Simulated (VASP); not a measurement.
Wanted: the native input for a VASP 6.6.1 run.

```
Task                   : single point
Functional             : PBE
Potentials or basis    : VASP PAW PBE potentials, release 64 (Li_sv)
Cutoff                 : 520 eV
k mesh                 : 15 × 15 × 8
Occupations            : gaussian, width 0.1 eV
Spin                   : no spin polarisation
Dipole correction      : no
Further INCAR settings : ALGO = Fast; EDIFF = 1e-07; NBANDS = 10
```

The structure of Li lies in POSCAR:

```
Li
1.0
    2.9716914753      0.0000000000      0.0000000000
   -1.4858457376      2.5735603098      0.0000000000
    0.0000000000      0.0000000000      5.0177254600
Li
2
Direct
    0.3333333333      0.6666666667      0.2500000000
    0.6666666667      0.3333333333      0.7500000000
```

This cell differs from its parent crystal: strained.

These files were run (other wordings do the same):

INCAR

```
SYSTEM = Li
PREC     = Accurate       ! precision mode
ENCUT    = 520            ! plane-wave cutoff, eV
EDIFF    = 1E-7           ! SCF threshold, eV
ISMEAR   = 0              ! smearing method
SIGMA    = 0.1            ! smearing width, eV
LREAL    = .False.        ! projectors in reciprocal space
LASPH    = .True.         ! aspherical terms in the spheres
NELM     = 100            ! most SCF steps
ALGO     = Fast           ! electronic algorithm
ISIF     = 2              ! what is computed and relaxed
LWAVE    = .False.        ! write WAVECAR
LCHARG   = .True.         ! write CHGCAR
GGA      = PE             ! functional
LELF     = .True.         ! ELF
LVHAR    = .True.       
NBANDS   = 10             ! bands
```

KPOINTS

```
regular mesh
0
Gamma
  15 15 8
  0 0 0
```

Potentials or basis: VASP PAW PBE potentials, release 64 (Li_sv).

Launch:

```bash
$ cat potpaw_PBE.64/Li_sv/POTCAR > POTCAR
$ mpirun -np 1 vasp_std > vasp.out
```

Results of the run:

```
Band gap on the k mesh : zero (band 3 reaches 3.10 eV, above the bottom of band 4 at -1.77 eV)
```

Caveat: the cell differs from its parent crystal (strained).

It took 30 s on 1 thread of Intel(R) Xeon(R) Platinum 8559C (Emerald Rapids), on a shared host, peak memory 0.16 GiB.
